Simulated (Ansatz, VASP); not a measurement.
**One calculation of HfN, two programs**

```
Hf N
1.0
    -0.00017    4.54905    4.54905
     4.54900   -0.00012    4.54900
     4.54906    4.54906   -0.00018
Hf N
8 8
Cartesian
  2.2537 2.2693 2.2895
  4.5281 4.5437 2.2894
  4.5282 2.2691 4.5639
  6.8026 4.5437 4.5640
  2.2537 4.5436 4.5638
  4.5282 6.8182 4.5639
  4.5283 4.5436 6.8384
  6.8026 6.8180 6.8383
  -0.0208 -0.0054 0.0150
  2.2538 2.2692 0.0149
  2.2537 -0.0054 2.2895
  4.5283 2.2691 2.2894
  -0.0209 2.2692 2.2895
  2.2537 4.5437 2.2894
  2.2536 2.2691 4.5640
  4.5282 4.5437 4.5639
```

Change from the starting cell: atoms moved at random (sigma 0.1 Å), then relaxed.

Alike in both runs: functional PBE; k mesh 4 × 4 × 4; occupations gaussian, width 0.05 eV; no spin polarisation.

Ansatz relaxed the structure, and its values are those at the end. VASP's run is a single point on that final structure, the one shown.

|  | VASP | Ansatz |
| --- | --- | --- |
| version | VASP 6.6.1 | Ansatz 0.2.0 |
| potentials or method | VASP PAW PBE potentials, release 64 (Hf_pv, N), cutoff 520 eV | scalar-relativistic, plane waves, PAW |
| valence electrons in the cell | 120 | 248 |

```tsv
	VASP	Ansatz	Ansatz less VASP
gap on the k mesh at the Fermi level (eV)	none	none	-
pressure (GPa)	-2.4	0.0	+2.37
```

A gap of «none» marks a metal or a gap that the smearing closes. VASP's potentials hold 120 valence electrons a cell and Ansatz's 248, so a difference there can come from the potentials and not from the codes.

Neither program's run includes spin-orbit coupling.
